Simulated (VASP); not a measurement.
# PbS (R3m) in VASP: single point with r2SCAN

Aim: the single point of PbS with r2SCAN.

Program: VASP 6.6.1. These are calculated values, not measurements. Logs are shortened: lines on timing, memory, paths and dates and some standing lists are left out, and cuts for length are marked.

### Step 1. The cell of the first run

The structure is trigonal, space group R3m (No. 160). The conventional cell has a = 4.225 Å, b = 4.225 Å, c = 10.356 Å, α = 90.00°, β = 90.00°, γ = 120.00°. Pb (site symmetry 3m) has 6 S at 2.96 to 3.02 Å within 3.9 Å. S (site symmetry 3m) has 6 Pb at 2.96 to 3.02 Å within 3.9 Å.

### Step 2. Single point, r2SCAN

POSCAR

```
PbS
1.0
    2.1126620000      1.2197460000      3.4519160000
   -2.1126620000      1.2197460000      3.4519160000
    0.0000000000     -2.4394920000      3.4519160000
Pb S
1 1
Direct
    0.9805660000      0.9805660000      0.9805660000
    0.4750360000      0.4750360000      0.4750360000
```

INCAR.step1

```
SYSTEM = PbS
PREC = Accurate
ENCUT = 520
ISMEAR = 0
SIGMA = 0.01
LREAL = .FALSE.
LASPH = .TRUE.
NELM = 60
NBANDS = 17
GGA = PE
ALGO = Normal
EDIFF = 1E-4
LWAVE = .TRUE.
LCHARG = .FALSE.
```

INCAR.step2

```
SYSTEM = PbS
PREC = Accurate
ENCUT = 520
EDIFF = 1E-7
ISMEAR = 0
SIGMA = 0.01
LREAL = .FALSE.
LASPH = .TRUE.
NELM = 60
ALGO = Normal
ISIF = 2
LWAVE = .FALSE.
LCHARG = .TRUE.
METAGGA = R2SCAN
LMIXTAU = .TRUE.
LELF = .TRUE.
LVHAR = .TRUE.
NBANDS = 17
ISTART = 1
```

KPOINTS

```
Automatic mesh
0
G
  6 6 6
  0 0 0
```

Potentials or basis: VASP PAW PBE potentials, release 64 (Pb_d, S).

Command:

```sh
cat potpaw_PBE.64/Pb_d/POTCAR potpaw_PBE.64/S/POTCAR > POTCAR
cp INCAR.step1 INCAR
mpirun -np 1 vasp_std > vasp.out
cp INCAR.step2 INCAR
mpirun -np 1 vasp_std > vasp.out
```

OUTCAR:

```text
SYSTEM = PbS
   PREC = Accurate
   ENCUT = 520
   EDIFF = 1E-7
   ISMEAR = 0
   LREAL = .FALSE.
   LASPH = .TRUE.
   NELM = 60
   ISIF = 2
   METAGGA = R2SCAN
   ISTART = 1

 ion  position               nearest neighbor table
   1  0.981  0.981  0.981-   2 2.96   2 2.96   2 2.96   2 3.02   2 3.02   2 3.02
   2  0.475  0.475  0.475-   1 2.96   1 2.96   1 2.96   1 3.02   1 3.02   1 3.02

  LATTYP: Found a trigonal (rhomboedric) cell.
 ALAT       =     4.2269191028
 COS(alpha) =     0.5003772834

  Lattice vectors:

 A1 = (   2.1126620000,   1.2197460000,   3.4519160000)
 A2 = (  -2.1126620000,   1.2197460000,   3.4519160000)
 A3 = (   0.0000000000,  -2.4394920000,   3.4519160000)

Analysis of symmetry for initial positions (statically):
=====================================================================
 Subroutine PRICEL returns:
 Original cell was already a primitive cell.

 Routine SETGRP: Setting up the symmetry group for a
 trigonal (rhombohedral) supercell.

 Subroutine GETGRP returns: Found  6 space group operations
 (whereof  6 operations were pure point group operations)
 out of a pool of 12 trial point group operations.

The static configuration has the point symmetry C_3v.

Analysis of symmetry for dynamics (positions and initial velocities):
=====================================================================
 Subroutine PRICEL returns:
 Original cell was already a primitive cell.

 Routine SETGRP: Setting up the symmetry group for a
 trigonal (rhombohedral) supercell.

 Subroutine GETGRP returns: Found  6 space group operations
 (whereof  6 operations were pure point group operations)
 out of a pool of 12 trial point group operations.

The dynamic configuration has the point symmetry C_3v.

 Subroutine INISYM returns: Found  6 space group operations
 (whereof  6 operations are pure point group operations),
 and found     1 'primitive' translations

----------------------------------------------------------------------------------------

                                     Primitive cell

  volume of cell :      53.3717

  direct lattice vectors                    reciprocal lattice vectors
     2.112662000  1.219746000  3.451916000     0.236668241  0.136640470  0.096564729
[... 82 lines left out ...]
   LSORBIT =      F    spin-orbit coupling
   LASPH  =      T    aspherical Exc in radial PAW
   ENCUT  =  520.0 eV  38.22 Ry    6.18 a.u.   7.86  7.86  7.86*2*pi/ulx,y,z
   NELM   =     60;   NELMIN=  2; NELMDL=  0     # of ELM steps
   EDIFF  = 0.1E-06   stopping-criterion for ELM
   LREAL  =      F    real-space projection
   EDIFFG = 0.1E-05   stopping-criterion for IOM
   NSW    =      0    number of steps for IOM
   IBRION =     -1    ionic relax: 0-MD 1-quasi-New 2-CG
   NFREE  =      0    steps in history (QN), initial steepest desc. (CG)
   ISIF   =      2    stress and relaxation
   ISYM   =      2    0-nonsym 1-usesym 2-fastsym
   POTIM  = 0.5000    time-step for ionic-motion
   TEBEG  =    0.0;   TEEND  =   0.0 temperature during run
   PSTRESS=    0.0 pullay stress
   NELECT =      20.0000    total number of electrons
   NUPDOWN=      -1.0000    fix difference up-down
   EMIN   =  10.00;   EMAX   =-10.00  energy-range for DOS
   EFERMI =   0.00;   METHOD = LEGACY
   ISMEAR =     0;   SIGMA  =   0.01  broadening in eV -4-tet -1-fermi 0-gaus
   EFERMI_NEDOS =   21; number of points for ismear=-14 and -15
   IALGO  =     38    algorithm
   IMIX   =      4    mixing-type and parameters
     AMIX     =   0.40;   BMIX     =  1.00
     AMIX_MAG =   1.60;   BMIX_MAG =  1.00
  volume/ion in A,a.u.               =      26.69       180.08
  Fermi-wavevector in a.u.,A,eV,Ry     =   1.180270  2.230386 18.953408  1.393036
  Thomas-Fermi vector in A             =   2.316565
   LORBIT       =      0    0 simple, 1 ext, 2 COOP (PROOUT), +10 PAW based schemes
   METAGGA = R2SCAN    functional components
   LHFCALC =     F    Hartree Fock is set to
   AEXX    =    0.0000 exact exchange contribution
   IVDW    =     0    specifies the selected vdW correction
   LEPSILON=     F    determine dielectric tensor
   LRPA    =     F    only Hartree local field effects (RPA)
 non-spin polarized calculation
 Gauss-broadening in eV      SIGMA  =   0.01
  energy-cutoff  :      520.00
  volume of cell :       53.37
 maximum number of plane-waves:      1459
   NGX = 15   NGY = 15   NGZ = 15

 number of electron      20.0000002 magnetization

 Free energy of the ion-electron system (eV)
  ---------------------------------------------------
  ext. energy  EPLUGINS =         0.00000000
  ---------------------------------------------------
  free energy    TOTEN  =       -65.61300484 eV

  energy without entropy =      -65.61300484  energy(sigma->0) =      -65.61300484

 E-fermi :   5.5041     XC(G=0): -10.1402

 val. band max:        5.3742681784   @ k =   0.5000  -0.0000   0.0000
 cond. band min:       6.0930856199   @ k =   0.5000  -0.0000   0.0000
 fundamental gap:      0.7188174416
 Fermi energy:         5.5040653297

 k-point     1 :       0.0000    0.0000    0.0000
  band No.  band energies     occupation
      1     -12.0115      2.00000
      2     -12.0111      2.00000
      3     -12.0111      2.00000
      4     -11.9951      2.00000
      5     -11.9951      2.00000
      6      -8.6089      2.00000
[... 457 lines left out ...]
      4     -11.9759      2.00000
      5     -11.9555      2.00000
      6      -6.9634      2.00000
[... 9 lines left out ...]
     16      17.8031      0.00000
     17      18.1888      0.00000

 [... further k-points ...]

------------------------ aborting loop because EDIFF is reached ----------------------------------------

  FORCE on cell =-STRESS in cart. coord.  units (eV):
  Direction    XX          YY          ZZ          XY          YZ          ZX
  --------------------------------------------------------------------------------------
  -------------------------------------------------------------------------------------
  Total       -0.0206349     -0.0206349     -0.0136329      0.0000000      0.0000000      0.0000000
  in kB       -0.6194442     -0.6194442     -0.4092484      0.0000000      0.0000000      0.0000000
  external PRESSURE =      -0.5493789 kB  Pullay stress =       0.0000000 kB

 VOLUME and BASIS-vectors are now :
 -----------------------------------------------------------------------------
  energy-cutoff  :      520.00
  volume of cell :       53.37
      direct lattice vectors                 reciprocal lattice vectors
     2.112662000  1.219746000  3.451916000     0.236668241  0.136640470  0.096564729
    -2.112662000  1.219746000  3.451916000    -0.236668241  0.136640470  0.096564729
     0.000000000 -2.439492000  3.451916000     0.000000000 -0.273280940  0.096564729

 POSITION                                       TOTAL-FORCE (eV/Angst)
 -----------------------------------------------------------------------------------
      0.00000      0.00000     10.15449         0.000000      0.000000     -0.007631
      0.00000      0.00000      4.91935         0.000000      0.000000      0.007631
 -----------------------------------------------------------------------------------
    total drift:                               -0.000000     -0.000000     -0.000020

  FREE ENERGIE OF THE ION-ELECTRON SYSTEM (eV)
  ---------------------------------------------------
  free  energy   TOTEN  =       -65.6130048395 eV

  energy  without entropy=      -65.6130048395  energy(sigma->0) =      -65.61300484
```

OUTCAR.step1:

```text
SYSTEM = PbS
   PREC = Accurate
   ENCUT = 520
   ISMEAR = 0
   LREAL = .FALSE.
   LASPH = .TRUE.
[... 702 lines left out ...]
      0.00000      0.00000     10.15449         0.000000      0.000000     -0.012204
      0.00000      0.00000      4.91935         0.000000      0.000000      0.012204
 -----------------------------------------------------------------------------------
    total drift:                               -0.000000     -0.000000     -0.000086

  FREE ENERGIE OF THE ION-ELECTRON SYSTEM (eV)
  ---------------------------------------------------
  free  energy   TOTEN  =        -8.7686558337 eV

  energy  without entropy=       -8.7686558337  energy(sigma->0) =       -8.76865583
```

Wall time 91 s (1 thread of Intel Xeon 8259CL, shared host); peak memory 0.2 GiB.

What came out:

* Free energy: -65.6130 eV
* Pressure: -0.1 GPa
* Largest force: 0.008 eV/Å
* Band gap on the k mesh: 0.72 eV

Forces in eV/Å, atoms in the order of the input:
```
Pb   0.000  0.000 -0.008
S    0.000  0.000  0.008
```

Caveat: the PAW data sets were made with another functional, which shifts forces and pressure a little; spin-orbit coupling is left out, which moves the levels of the heavy elements.
